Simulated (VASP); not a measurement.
# Sn2CO2 in VASP: notebook

The runs below take Sn2CO2 through relaxation of the atoms, with PBE+D3(BJ).

All numbers are computed with VASP 6.6.1; they aren't measurements. Logs are shortened: lines on timing, memory, paths and dates and some standing lists are left out, and cuts for length are marked.

## 1. The cell of the first run

The cell holds a slab with vacuum, 5 atoms: a = 3.820 Å, b = 3.820 Å, c = 17.863 Å, α = 90.00°, β = 90.00°, γ = 90.00°.

## 2. Relaxation of the atoms, PBE+D3(BJ), collinear spin

The input, INCAR:

```
  ALGO = Normal
  DIPOL = 0.5 0.5 0.327
  EDIFF = 1E-7
  EDIFFG = -0.025
  ENCUT = 520
  GGA = PE
  IBRION = 2
  IDIPOL = 3
  ISIF = 2
  ISMEAR = 0
  ISPIN = 2
  IVDW = 12
  KPAR = 4
  LASPH = True
  LCHARG = False
  LDIPOL = True
  LORBIT = 11
  LREAL = False
  LWAVE = False
  MAGMOM = 0 0 0 0 2
  NELM = 150
  NSW = 36
  PREC = Accurate
  SIGMA = 0.05
```

The input, KPOINTS:

```
k-points
0
Gamma
  7 7 1
```

The input, POSCAR:

```
Sn2CO2
1.0
    3.8201708766      0.0000000000      0.0000000000
    0.0000000000      3.8201708766      0.0000000000
    0.0000000000      0.0000000000     17.8630360333
Sn O C
2 2 1
Selective dynamics
Direct
    0.5000000000      0.0000000000      0.2239261004  F F F
    0.0000000000      0.5000000000      0.3562124614  F F F
    0.0000000000      0.0000000000      0.2900692809  F F F
    0.5000000000      0.5000000000      0.2900692809  F F F
    0.0000000000      0.5000000000      0.4771325556  F F T
```

Potentials or basis: VASP PAW PBE potentials, release 64 (Sn_d, O, C).

Run with:

```bash
$ cat potpaw_PBE.64/Sn_d/POTCAR potpaw_PBE.64/O/POTCAR potpaw_PBE.64/C/POTCAR > POTCAR
$ mpirun -np 4 vasp_std > vasp.out
```

OUTCAR:

```text
EDIFF = 1E-7
   EDIFFG = -0.025
   ENCUT = 520
   GGA = PE
   IBRION = 2
   ISIF = 2
   ISMEAR = 0
   ISPIN = 2
   IVDW = 12
   LASPH = True
   LORBIT = 11
   LREAL = False
   NELM = 150
   NSW = 36
   PREC = Accurate
 IVDW          = 12

 ion  position               nearest neighbor table
   1  0.500  0.000  0.224-   3 2.25   4 2.25   4 2.25   3 2.25   2 3.59   2 3.59   2 3.59   2 3.59

   2  0.000  0.500  0.356-   5 2.16   4 2.25   3 2.25   3 2.25   4 2.25   1 3.59   1 3.59   1 3.59
                             1 3.59
   3  0.000  0.000  0.290-   1 2.25   2 2.25   2 2.25   1 2.25
   4  0.500  0.500  0.290-   1 2.25   2 2.25   1 2.25   2 2.25
   5  0.000  0.500  0.477-   2 2.16

  LATTYP: Found a simple tetragonal cell.
 ALAT       =     3.8201708766
 C/A-ratio  =     4.6759782770

  Lattice vectors:

 A1 = (   3.8201708766,   0.0000000000,   0.0000000000)
 A2 = (   0.0000000000,   3.8201708766,   0.0000000000)
 A3 = (   0.0000000000,   0.0000000000,  17.8630360333)

Analysis of symmetry for initial positions (statically):
=====================================================================
 Subroutine PRICEL returns:
 Original cell was already a primitive cell.

 Routine SETGRP: Setting up the symmetry group for a
 simple tetragonal supercell.

 Subroutine GETGRP returns: Found  8 space group operations
 (whereof  4 operations were pure point group operations)
 out of a pool of 16 trial point group operations.

The static configuration has the point symmetry C_2v.
 The point group associated with its full space group is C_4v.

Analysis of symmetry for dynamics (positions and initial velocities):
=====================================================================
 Subroutine PRICEL returns:
 Original cell was already a primitive cell.

 Routine SETGRP: Setting up the symmetry group for a
 simple tetragonal supercell.

 Subroutine GETGRP returns: Found  8 space group operations
 (whereof  4 operations were pure point group operations)
 out of a pool of 16 trial point group operations.

The dynamic configuration has the point symmetry C_2v.
 The point group associated with its full space group is C_4v.

Analysis of constrained symmetry for selective dynamics:
=====================================================================
 Subroutine PRICEL returns:
 Original cell was already a primitive cell.

 Routine SETGRP: Setting up the symmetry group for a
 simple tetragonal supercell.

 Subroutine GETGRP returns: Found  8 space group operations
 (whereof  4 operations were pure point group operations)
 out of a pool of 16 trial point group operations.

The constrained configuration has the point symmetry C_2v.
 The point group associated with its full space group is C_4v.

Analysis of structural, dynamic, and magnetic symmetry:
=====================================================================
 Subroutine PRICEL returns:
 Original cell was already a primitive cell.

 Routine SETGRP: Setting up the symmetry group for a
 simple tetragonal supercell.

 Subroutine GETGRP returns: Found  8 space group operations
 (whereof  4 operations were pure point group operations)
 out of a pool of 16 trial point group operations.

The overall configuration has the point symmetry C_2v.
 The point group associated with its full space group is C_4v.

 Subroutine INISYM returns: Found  8 space group operations
 (whereof  4 operations are pure point group operations),
 and found     1 'primitive' translations

----------------------------------------------------------------------------------------

                                     Primitive cell

  volume of cell :     260.6879

  direct lattice vectors                    reciprocal lattice vectors
     3.820170877  0.000000000  0.000000000     0.261768395  0.000000000  0.000000000
     0.000000000  3.820170877  0.000000000     0.000000000  0.261768395  0.000000000
     0.000000000  0.000000000 17.863036033     0.000000000  0.000000000  0.055981525

  length of vectors
     3.820170877  3.820170877 17.863036033     0.261768395  0.261768395  0.055981525
[... 45 lines left out ...]
  0.142857  0.000000  0.000000      4.000000
  0.285714  0.000000  0.000000      4.000000
  0.428571  0.000000  0.000000      4.000000
  0.142857  0.142857  0.000000      4.000000
  0.285714  0.142857  0.000000      8.000000
  0.428571  0.142857  0.000000      8.000000
  0.285714  0.285714  0.000000      4.000000
  0.428571  0.285714  0.000000      8.000000
  0.428571  0.428571  0.000000      4.000000
   k-points           NKPTS =     10   k-points in BZ     NKDIM =     10   number of bands    NBANDS=     27
   number of dos      NEDOS =    301   number of ions     NIONS =      5
   total plane-waves  NPLWV = 109760
   dimension x,y,z NGX =    28 NGY =   28 NGZ =  140
   dimension x,y,z NGXF=    56 NGYF=   56 NGZF=  280
   ions per type =               2   2   1
   NGX,Y,Z   is equivalent  to a cutoff of  12.19, 12.19, 13.03 a.u.
   NGXF,Y,Z  is equivalent  to a cutoff of  24.37, 24.37, 26.06 a.u.
 SYSTEM =  unknown system
   PREC   = accura    normal or accurate (medium, high low for compatibility)
   ISTART =      0    job   : 0-new  1-cont  2-samecut
   ICHARG =      2    charge: 1-file 2-atom 10-const
   ISPIN  =      2    spin polarized calculation?
   LNONCOLLINEAR =      F non collinear calculations
   LSORBIT =      F    spin-orbit coupling
   LASPH  =      T    aspherical Exc in radial PAW
   ENCUT  =  520.0 eV  38.22 Ry    6.18 a.u.   7.10  7.10 33.21*2*pi/ulx,y,z
   NELM   =    150;   NELMIN=  2; NELMDL= -5     # of ELM steps
   EDIFF  = 0.1E-06   stopping-criterion for ELM
   LREAL  =      F    real-space projection
   EDIFFG = -.3E-01   stopping-criterion for IOM
   NSW    =     36    number of steps for IOM
   IBRION =      2    ionic relax: 0-MD 1-quasi-New 2-CG
   NFREE  =      1    steps in history (QN), initial steepest desc. (CG)
   ISIF   =      2    stress and relaxation
   ISYM   =      2    0-nonsym 1-usesym 2-fastsym
   POTIM  = 0.5000    time-step for ionic-motion
   TEBEG  =    0.0;   TEEND  =   0.0 temperature during run
   PSTRESS=    0.0 pullay stress
   NELECT =      44.0000    total number of electrons
   NUPDOWN=      -1.0000    fix difference up-down
   EMIN   =  10.00;   EMAX   =-10.00  energy-range for DOS
   EFERMI =   0.00;   METHOD = LEGACY
   ISMEAR =     0;   SIGMA  =   0.05  broadening in eV -4-tet -1-fermi 0-gaus
   EFERMI_NEDOS =   21; number of points for ismear=-14 and -15
   IALGO  =     38    algorithm
   IMIX   =      4    mixing-type and parameters
     AMIX     =   0.40;   BMIX     =  1.00
     AMIX_MAG =   1.60;   BMIX_MAG =  1.00
  volume/ion in A,a.u.               =      52.14       351.84
  Fermi-wavevector in a.u.,A,eV,Ry     =   0.904730  1.709691 11.136852  0.818536
  Thomas-Fermi vector in A             =   2.028212
   LORBIT       =     11    0 simple, 1 ext, 2 COOP (PROOUT), +10 PAW based schemes
   GGA     = PE    functional components
   LHFCALC =     F    Hartree Fock is set to
   AEXX    =    0.0000 exact exchange contribution
   IVDW    =    12    specifies the selected vdW correction
   LEPSILON=     F    determine dielectric tensor
   LRPA    =     F    only Hartree local field effects (RPA)
 conjugate gradient relaxation of ions
 spin polarized calculation
 Gauss-broadening in eV      SIGMA  =   0.05
  energy-cutoff  :      520.00
  volume of cell :      260.69
 maximum number of plane-waves:      7046
   NGX = 15   NGY = 15   NGZ = 67

--------------------------------------- Ionic step        1  -------------------------------------------

 number of electron      43.9999985 magnetization       2.0000002

 Free energy of the ion-electron system (eV)
  ---------------------------------------------------
  ext. energy  EPLUGINS =         0.00000000
  ---------------------------------------------------
  free energy    TOTEN  =       -25.42508279 eV

  energy without entropy =      -25.42508279  energy(sigma->0) =      -25.42508279

------------------------ aborting loop because EDIFF is reached ----------------------------------------

 Edisp (eV)   -0.68916

 E8    (eV) :    -0.2965
[... 77 lines left out ...]
--------------------------------------- Ionic step        3  -------------------------------------------

 number of electron      43.9999985 magnetization       2.0000002

 dipolmoment           0.000000      0.000000      0.259774 electrons x Angstroem

 Free energy of the ion-electron system (eV)
  ---------------------------------------------------
  ext. energy  EPLUGINS =         0.00000000
  ---------------------------------------------------
  free energy    TOTEN  =       -25.42549736 eV

  energy without entropy =      -25.42549736  energy(sigma->0) =      -25.42549736

 E-fermi :  -0.9752     XC(G=0):  -4.0785

 val. band max:       -1.1620359662   @ k =   0.4286   0.0000   0.0000
 cond. band min:      -0.7881940790   @ k =   0.4286   0.0000   0.0000
 fundamental gap:      0.3738418872
 Fermi energy:        -0.9752474822

 spin component 1

 k-point     1 :       0.0000    0.0000    0.0000
  band No.  band energies     occupation
      1     -23.8058      1.00000
      2     -23.4417      1.00000
      3     -23.4068      1.00000
      4     -23.4024      1.00000
      5     -23.4024      1.00000
      6     -23.3913      1.00000
[... 289 lines left out ...]
     26       1.0796      0.00000
     27       2.8427      0.00000
 Fermi energy:        -0.9752474822

 spin component 2

 k-point     1 :       0.0000    0.0000    0.0000
  band No.  band energies     occupation
      1     -23.7987      1.00000
      2     -23.4361      1.00000
      3     -23.3956      1.00000
      4     -23.3943      1.00000
      5     -23.3943      1.00000
      6     -23.3866      1.00000
[... 289 lines left out ...]
     26       1.5521      0.00000
     27       3.4026      0.00000

------------------------ aborting loop because EDIFF is reached ----------------------------------------

 vacuum level on the upper side and lower side of the slab       (xc-potential included)         1.477        -1.651

 Edisp (eV)   -0.68887

 E8    (eV) :    -0.2964

  FORCE on cell =-STRESS in cart. coord.  units (eV):
  Direction    XX          YY          ZZ          XY          YZ          ZX
  --------------------------------------------------------------------------------------
  -------------------------------------------------------------------------------------
  Total       0.39661     0.39661    -0.20228     0.00000     0.00000     0.00000
  in kB       2.43757     2.43757    -1.24323     0.00000     0.00000     0.00000
  external pressure =        1.21 kB  Pullay stress =        0.00 kB
[... 20 lines left out ...]
  FREE ENERGIE OF THE ION-ELECTRON SYSTEM (eV)
  ---------------------------------------------------
  free  energy   TOTEN  =       -26.1143659195 eV

  energy  without entropy=      -26.1143659175  energy(sigma->0) =      -26.11436592

 reached required accuracy - stopping structural energy minimisation

 vacuum level on the upper side and lower side of the slab         5.255         2.029

 total charge

# of ion       s       p       d       tot
------------------------------------------
    1        1.279   0.764  10.054  12.097
    2        1.184   0.868  10.109  12.161
    3        1.579   3.420   0.000   4.999
    4        1.579   3.420   0.000   4.999
    5        1.027   1.059   0.000   2.087
--------------------------------------------------
tot          6.649   9.532  20.164  36.344

 magnetization (x)

# of ion       s       p       d       tot
------------------------------------------
    1        0.002   0.005   0.001   0.008
    2       -0.030   0.075   0.034   0.078
    3        0.002   0.010   0.000   0.012
    4        0.002   0.010   0.000   0.012
    5        0.033   0.783   0.000   0.817
--------------------------------------------------
tot          0.008   0.884   0.034   0.926
```

It took 1.7 min on 4 MPI ranks of AMD EPYC 9R45 (Zen 5), shared host; peak memory 0.48 GiB.

What came out:

* Free energy: -26.1144 eV
* Energy gained by relaxing: 0.0 meV/atom
* Ionic steps: 3
* Band gap on the k mesh: 0.37 eV
* Net moment: 2.00 μB per cell
* Site moments: Sn +0.01, +0.08; O +0.01; C +0.82 μB
* Valence electrons inside the program's atomic spheres: Sn 12.10, 12.16; O 5.00; C 2.09
* Dispersion energy per atom: -0.138 eV

The path:
```csv
step,energy change (eV),largest force on free atoms (eV/Å),pressure (GPa)
1,0.0000,0.0498,0.14
2,-0.0001,0.0261,0.13
3,-0.0001,0.0004,0.12
```

Final structure:
```
Sn O C
1.0
     3.82017    0.00000    0.00000
     0.00000    3.82017    0.00000
     0.00000    0.00000   17.86304
Sn O C
2 2 1
Direct
  0.50000 0.00000 0.22393
  0.00000 0.50000 0.35621
  0.00000 0.00000 0.29007
  0.50000 0.50000 0.29007
  0.00000 0.50000 0.47741
```

Levels at points of the mesh, in eV from the valence-band top:
Spin up:
```
           k point  band 20  band 21  band 22  band 23  band 24  band 25  band 26  band 27
(0.00, 0.00, 0.00)    -3.77    -2.07    -0.15    -0.15     0.39     1.13     3.24     3.88
```
Spin down:
```tsv
k point	band 17	band 18	band 19	band 20	band 21	band 22	band 23	band 24	band 25	band 26
(0.00, 0.00, 0.00)	-4.58	-4.13	-3.75	-3.75	-1.66	0.72	1.15	2.28	2.28	3.28
```

Caveat: semilocal functionals underestimate gaps, and a narrow one can read as zero; spin-orbit coupling is left out, which moves the levels of the heavy elements.

## 3. Relaxation of the atoms, PBE+D3(BJ), collinear spin

The input, INCAR:

```
SYSTEM = Sn2CO2
PREC     = Accurate       ! precision mode
ENCUT    = 520            ! plane-wave cutoff, eV
EDIFF    = 1E-6           ! SCF threshold, eV
ISMEAR   = 0              ! smearing method
SIGMA    = 0.05           ! smearing width, eV
LREAL    = .FALSE.        ! projectors in reciprocal space
LASPH    = .TRUE.         ! aspherical terms in the spheres
NELM     = 150            ! most SCF steps
ALGO     = Normal         ! electronic algorithm
ISIF     = 2              ! what is computed and relaxed
LWAVE    = .FALSE.        ! write WAVECAR
LCHARG   = .FALSE.        ! write CHGCAR
ISPIN    = 2              ! spin polarisation
MAGMOM   = 0 0 0 0 2      ! initial moments
LORBIT   = 11             ! projections on sites
LDIPOL   = .TRUE.       
IDIPOL   = 3            
DIPOL    = 0.5 0.5 0.304
GGA      = PE             ! functional
IVDW     = 12             ! dispersion correction
IBRION   = 2              ! ionic algorithm
NSW      = 36             ! ionic steps
EDIFFG   = -0.025         ! ionic threshold
KPAR     = 4
```

The input, KPOINTS:

```
Automatic mesh
0
G
  7 7 1
  0 0 0
```

Changes to POSCAR since step 2:

```diff
@@ -13,2 +13,2 @@
     0.5000000000      0.5000000000      0.2900692809  F F F
-    0.0000000000      0.5000000000      0.4771325556  F F T
+    0.5000000000      1.0000000000      0.3603903888  F F T
```

Potentials or basis: VASP PAW PBE potentials, release 64 (Sn_d, O, C).

Run with:

```bash
$ cat potpaw_PBE.64/Sn_d/POTCAR potpaw_PBE.64/O/POTCAR potpaw_PBE.64/C/POTCAR > POTCAR
$ mpirun -np 4 vasp_std > vasp.out
```

It took 3.8 min on 4 MPI ranks of AMD EPYC 9R45 (Zen 5), shared host; peak memory 0.48 GiB.

It converged, with:

```
Free energy                                           : -26.1631 eV
Energy gained by relaxing                             : 208.7 meV/atom
Ionic steps                                           : 5
Band gap on the k mesh                                : zero (filled and empty bands overlap)
Net moment                                            : 2.00 μB per cell
Site moments                                          : Sn +0.02, -0.06; O +0.03; C +0.94 μB
Valence electrons inside the program's atomic spheres : Sn 12.10, 11.97; O 5.00; C 2.05
Dispersion energy per atom                            : -0.153 eV
```

The path:
| step | energy change (eV) | largest force on free atoms (eV/Å) | pressure (GPa) |
| --- | --- | --- | --- |
| 1 | 0.0000 | 2.3841 | 1.90 |
| 2 | -0.2476 | 1.9508 | 1.29 |
| 3 | -0.7530 | 1.0386 | -0.30 |
| 4 | -1.0288 | 0.2222 | -1.42 |
| 5 | -1.0435 | 0.0206 | -1.35 |

Final structure:
```
CELL_PARAMETERS angstrom
3.82017 0.00000 0.00000
0.00000 3.82017 0.00000
0.00000 0.00000 17.86304
ATOMIC_POSITIONS crystal
Sn 0.50000 0.00000 0.22393
Sn 0.00000 0.50000 0.35621
O 0.00000 0.00000 0.29007
O 0.50000 0.50000 0.29007
C 0.50000 0.00000 0.41797
```

Levels at points of the mesh, in eV from the Fermi level:
Spin up:
| k point | band 21 | band 22 | band 23 | band 24 | band 25 | band 26 |
| --- | --- | --- | --- | --- | --- | --- |
| (0.00, 0.00, 0.00) | -0.50 | -0.35 | -0.35 | -0.15 | 2.88 | 3.48 |
Spin down:
```
           k point  band 18  band 19  band 20  band 21  band 22  band 23  band 24  band 25
(0.00, 0.00, 0.00)    -2.62    -2.25    -2.25    -0.18     1.49     1.49     1.67     3.28
```

Caveat: spin-orbit coupling is left out, which moves the levels of the heavy elements.

The gap in the log of VASP goes by the Fermi energy; the results here count the filled bands.